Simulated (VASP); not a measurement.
Runs of VASP 6.6.1 on Sn. The structure is that of space group P6_3/mmc (No. 194), or close to it. The cells are those of the table. 

```csv
cell,k mesh,gap on the mesh (eV),pressure (GPa)
"a = 3.315, b = 3.315, c = 5.513 Å, angles 90.0, 90.0, 120.0°, 2 atoms",18 × 18 × 10,none,(a)
"a = 3.401, b = 3.401, c = 5.656 Å, angles 90.0, 90.0, 120.0°, 2 atoms",12 × 12 × 7,none,-3.5
"a = 3.224, b = 3.224, c = 5.362 Å, angles 90.0, 90.0, 120.0°, 2 atoms",12 × 12 × 7,none,5.6
"a = 3.359, b = 3.359, c = 5.585 Å, angles 90.0, 90.0, 120.0°, 2 atoms",12 × 12 × 7,none,-2.0
"a = 3.177, b = 3.177, c = 5.283 Å, angles 90.0, 90.0, 120.0°, 2 atoms",12 × 12 × 7,none,(b)
```

Alike in all rows: task single point; level PBEsol; potentials or basis VASP PAW PBE potentials, release 64 (Sn_d); no spin polarisation; cutoff (eV) 520; smearing fermi-dirac 0.1 eV.

**Question.** Fill in the values left out.

**Answer.** (a) 0.0; (b) 9.6.

Caveats: the PAW data sets were made with another functional, which shifts forces and pressure a little; spin-orbit coupling is left out, which moves the levels of the heavy elements.

A k mesh can miss the band edges, and the runs leave out spin-orbit coupling on Sn.

A gap of «none» marks levels without a gap at the run's occupations.
